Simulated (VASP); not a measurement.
# PbO: single point with PBE

Crystal: PbO.

```xyz
8
Lattice="4.0639 -0.0001 -0.0027 -0.0002 8.0969 -0.0037 -0.0038 -0.0025 5.6137" Properties=species:S:1:pos:R:3 pbc="T T T"
Pb    1.9692   -0.0466    1.0890
Pb   -0.0686    1.9742    4.3226
Pb    1.9692    4.0024    1.0868
Pb   -0.0685    6.0231    4.3200
O    -0.0636   -0.0471   -0.0955
O     1.9679    1.9767   -0.1059
O    -0.0636    4.0024   -0.0983
O     1.9680    6.0261   -0.1093
```

* Program: VASP 6.6.1
* Task: single point
* Functional: PBE
* Potentials or basis: VASP PAW PBE potentials, release 64 (Pb_d, O)
* Cutoff: 520 eV
* k mesh: 6 × 3 × 5
* Occupations: gaussian, width 0.05 eV
* Spin: no spin polarisation
* Dipole correction: no
* Further INCAR settings: ALGO = Normal; EDIFF = 1e-07; NBANDS = 50

```
Pressure               : 0.1 GPa
Largest force          : 0.038 eV/Å
Band gap on the k mesh : 1.81 eV
```

Forces on the atoms (eV/Å):
```
Pb  -0.001 -0.003  0.038
Pb   0.001 -0.001 -0.034
Pb  -0.001  0.002  0.034
Pb   0.000  0.001 -0.036
O   -0.001  0.003 -0.002
O    0.002  0.006 -0.003
O   -0.001 -0.005  0.002
O    0.001 -0.002  0.002
```

Levels at points of the mesh, in eV from the valence-band top:
```csv
k point,band 36,band 37,band 38,band 39,band 40,band 41,band 42,band 43,band 44,band 45
"(0.00, 0.00, 0.00)",-1.44,-1.44,-1.29,-1.29,0.00,1.89,3.13,3.13,4.45,5.70
"(0.50, 0.00, 0.00)",-1.57,-1.30,-1.29,-0.83,-0.83,1.82,1.82,3.14,3.16,5.25
```

It took 5.2 min on 1 thread of Intel(R) Xeon(R) 6975P-C (Granite Rapids), with other jobs on the host, peak memory 0.45 GiB.

Caveat: spin-orbit coupling is left out, which moves the levels of the heavy elements. A k mesh can miss the band edges.
